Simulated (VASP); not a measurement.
Runs of VASP 6.6.1 on Si2W. The structure is that of space group Fm-3m (No. 225), or close to it. The cells are those of the table. 

```tsv
task	cell	k mesh	gap on the mesh (eV)	pressure (GPa)	relaxed volume (Å³/atom)
relaxation of cell and atoms	relaxed from a = 4.142 Å, angles 60.0°, 3 atoms	6 × 6 × 6	none	0.0	17.10
single point	a = 4.165 Å, angles 60.0°, 3 atoms	14 × 14 × 14	none	0.0	-
single point	a = 4.142 Å, angles 60.0°, 3 atoms	4 × 4 × 4	none	-0.1	-
single point	a = 4.170 Å, angles 60.0°, 3 atoms	6 × 6 × 6	none	0.0	-
relaxation of cell and atoms	relaxed from a = 4.170 Å, angles 60.0°, 3 atoms	14 × 14 × 14	none	0.0	(b)
relaxation of cell and atoms	relaxed from a = 4.915 Å, angles 60.0°, 3 atoms	4 × 4 × 4	none	-0.2	(a)
single point	a = 4.915 Å, angles 60.0°, 3 atoms	4 × 4 × 4	none	-23.1	-
```

Alike in all rows: level PBE; potentials or basis VASP PAW PBE potentials, release 64 (Si, W_sv); no spin polarisation; cutoff (eV) 500; smearing gaussian 0.1 eV.

**Question.** Estimate the missing entries.

**Answer.** (a) 16.77; (b) 17.03.

Caveats: some runs use coarse meshes; spin-orbit coupling is left out, which moves the levels of the heavy elements; the volume moved by over 15 % at a fixed basis, so the end points are rough (some runs).

A k mesh can miss the band edges, and the runs leave out spin-orbit coupling on W.

A gap of «none» marks levels without a gap at the run's occupations.
